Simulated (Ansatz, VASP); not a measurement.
One calculation of Li7NbO6, two programs

```
Li Nb O
1.0
     2.75755    1.59207    4.85887
    -2.75755    1.59207    4.85887
     0.00000   -3.18414    4.85887
Li Nb O
7 1 6
Direct
  0.49698 0.72648 0.12150
  0.23274 0.93008 0.48980
  0.93008 0.48980 0.23274
  0.65330 0.65330 0.65330
  0.12150 0.49698 0.72648
  0.72648 0.12150 0.49698
  0.48980 0.23274 0.93008
  0.00079 0.00079 0.00079
  0.63986 0.88338 0.23191
  0.07085 0.79665 0.37659
  0.79665 0.37659 0.07085
  0.23191 0.63986 0.88338
  0.88338 0.23191 0.63986
  0.37659 0.07085 0.79665
```

Alike in both runs: functional r2SCAN; k mesh 6 × 6 × 6; occupations gaussian, width 0.02 eV; no spin polarisation.

Ansatz relaxed the structure, and its values are those at the end. VASP's run is a single point on that final structure, the one shown.

```csv
,VASP,Ansatz
version,VASP 6.6.1,Ansatz 0.2.0
potentials or method,"VASP PAW PBE potentials, release 64 (Li_sv, Nb_sv, O), cutoff 520 eV","scalar-relativistic, plane waves, PAW"
valence electrons in the cell,70,70
```

|  | VASP | Ansatz | Ansatz less VASP |
| --- | --- | --- | --- |
| gap on the k mesh at the Fermi level (eV) | 4.27 | 4.27 | +0.003 |
| least direct gap on the mesh (eV) | 4.50 | 4.50 | +0.006 |
| rms of the force components (eV/Å) | 0.012 | 0.001 | -0.0111 |

VASP's potentials were made for PBE, not for r2SCAN.

Noted on VASP's run: the cutoff is short for stress, so the pressure is rough.
